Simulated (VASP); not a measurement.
KMgF3:

```xyz
5
Lattice="4.1689 0.0000 0.0000 0.0000 4.1689 0.0000 0.0000 0.0000 4.1689" Properties=species:S:1:pos:R:3 pbc="T T T"
K     2.0844    2.0844    2.0844
Mg    0.0000    0.0000    0.0000
F     2.0844    0.0000    0.0000
F     0.0000    2.0844    0.0000
F     0.0000    0.0000    2.0844
```

This cell differs from its parent crystal: strain +4.7%.

Base run:

| Item | Value |
| --- | --- |
| Program | VASP 6.6.1 |
| Functional | PBE |
| Potentials or basis | VASP PAW PBE potentials, release 64 (K_sv, Mg, F) |
| Cutoff | 600 eV |
| k mesh | 6 × 6 × 6 |
| Occupations | fermi-dirac, width 0.02 eV |
| Spin | no spin polarisation |

Its results: band gap on the k mesh 6.36 eV (least direct gap 6.67 eV); pressure -5.1 GPa.

The run is repeated on the same cell with these changes: functional from PBE to r2SCAN; cutoff from 600 eV to 660 eV; occupations from fermi-dirac, width 0.02 eV to gaussian, width 0.01 eV. What comes out?

Band gap on the k mesh 7.27 eV (least direct gap 7.58 eV); pressure -8.7 GPa.

Caveats: the cell stands under tension; the PAW data sets were made with another functional, which shifts forces and pressure a little (at least some runs).

A k mesh can miss the band edges.
